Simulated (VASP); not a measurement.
A run of VASP 6.6.1:

File INCAR:

```
  PREC = Accurate
  ENCUT = 520
  EDIFF = 1E-6
  ISMEAR = 0
  SIGMA = 0.1
  LREAL = False
  LASPH = True
  NELM = 100
  ALGO = Normal
  ISIF = 2
  LWAVE = False
  LCHARG = False
  GGA = PE
  NBANDS = 25
```

Contents of KPOINTS:

```
Automatic mesh
0
Gamma
  12 12 16
```

POSCAR

```
LiW
1.0
    4.4979388331      0.0000000000      0.0000000000
   -2.2489694166      3.8953292942      0.0000000000
    0.0000000000      0.0000000000      2.9154918066
Li W
2 2
Direct
    0.0000000000      0.0000000000      0.9866500137
    0.0000000000      0.0000000000      0.4866500137
    0.3333333333      0.6666666667      0.2633499863
    0.6666666667      0.3333333333      0.7633499863
```

Potentials or basis: VASP PAW PBE potentials, release 64 (Li_sv, W_sv).

Run with:

```console
$ cat potpaw_PBE.64/Li_sv/POTCAR potpaw_PBE.64/W_sv/POTCAR > POTCAR
$ mpirun -np 1 vasp_std > vasp.out
```

Hardware: 1 thread of AMD EPYC 9R45 96-Core Processor (Zen 5) (shared host).

Problem. Estimate the wall time of this run.

Solution. Wall time 2.1 min on 1 thread of AMD EPYC 9R45 96-Core Processor (Zen 5), with other jobs on the host, peak memory 0.28 GiB. Counts: scf iterations 13, k points 171.
